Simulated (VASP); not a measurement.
Input of a VASP 6.6.1 run:

File INCAR:

```
SYSTEM = C
ALGO = Normal
EDIFF = 1E-7
ENCUT = 520
ISIF = 2
ISMEAR = -1
LASPH = .True.
LCHARG = .False.
LREAL = .False.
LWAVE = .False.
NBANDS = 11
NELM = 60
PREC = Accurate
SIGMA = 0.03
```

File KPOINTS:

```
k-points
0
Gamma
  16 16 16
  0 0 0
```

Contents of POSCAR:

```
C
1.0
    0.0000000000      1.7714305118      1.7714305118
    1.7714305118      0.0000000000      1.7714305118
    1.7714305118      1.7714305118      0.0000000000
C
2
Direct
    0.5000000000      0.5000000000      0.5000000000
    0.7500000000      0.7500000000      0.7500000000
```

Potentials or basis: VASP PAW LDA potentials, release 64 (C).

Command:

```console
$ cat potpaw_LDA.64/C/POTCAR > POTCAR
$ mpirun -np 1 vasp_std > vasp.out
```

Question: What does it give for the pressure?

Answer: -2.8 GPa.

Question: Estimate the band gap on the k mesh.

Answer: 4.15 eV, indirect (least direct gap 5.60 eV).

 A k mesh can miss the band edges.
